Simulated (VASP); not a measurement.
# Te: single point with PBE

Te:

```xyz
1
Lattice="2.8448 0.0000 0.0000 -1.4224 2.4637 0.0000 0.0000 0.0000 2.6643" Properties=species:S:1:pos:R:3 pbc="T T T"
Te    0.0000    0.0000    0.0000
```

This isn't the form of Te at room conditions, which is trigonal, of chains.

```json
{"Program": "VASP 6.6.1", "Task": "single point", "Functional": "PBE", "Potentials or basis": "VASP PAW PBE potentials, release 64 (Te)", "Cutoff": "520 eV", "k mesh": "15 × 15 × 13", "Occupations": "fermi-dirac, width 0.1 eV", "Spin": "no spin polarisation", "Dipole correction": "no", "Further INCAR settings": "ALGO = Normal; EDIFF = 1e-07; NBANDS = 9"}
```

```
Pressure               : 82.5 GPa
Band gap on the k mesh : zero (bands 3 and 4 overlap by 13.02 eV)
```

Stress tensor (GPa, compression positive):
```
82.42  0.00  0.00
 0.00 82.42  0.00
 0.00  0.00 82.59
```

Levels at points of the mesh, in eV from the Fermi level:
```csv
k point,band 1,band 2,band 3,band 4,band 5,band 6
"(0.00, 0.00, 0.00)",-18.98,2.15,4.10,4.10,5.99,9.21
```

Wall time 24 s on 1 thread of Intel Xeon 6455B, on a shared host, peak memory 0.16 GiB.

Caveat: the cell stands under pressure; spin-orbit coupling is left out, which moves the levels of the heavy elements.
